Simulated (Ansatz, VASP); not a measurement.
One calculation of Os, two programs

```
Os
1.0
     0.00000    1.83032    2.19638
     1.83032    0.00000    2.19638
     1.83032    1.83032    0.00000
Os
1
Direct
  0.00000 0.00000 0.00000
```

Alike in both runs: task single point; functional PBEsol; k mesh 24 × 24 × 24; occupations gaussian, width 0.15 eV; no spin polarisation.

|  | VASP | Ansatz |
| --- | --- | --- |
| version | VASP 6.6.1 | Ansatz 0.2.0 |
| potentials or method | VASP PAW PBE potentials, release 64 (Os), cutoff 520 eV | scalar-relativistic, plane waves, PAW |
| valence electrons in the cell | 8 | 16 |

|  | VASP | Ansatz | Ansatz less VASP |
| --- | --- | --- | --- |
| gap on the k mesh at the Fermi level (eV) | none | none | - |
| pressure (GPa) | -12.4 | -12.5 | -0.16 |
| traceless stress, the component that is largest in VASP (GPa) | -43.81 | -44.16 | -0.344 |

VASP's potentials were made for PBE, not for PBEsol. A gap of «none» marks a metal or a gap that the smearing closes. VASP's potentials hold 8 valence electrons a cell and Ansatz's 16, so a difference there can come from the potentials and not from the codes.

Spin-orbit coupling is off throughout.
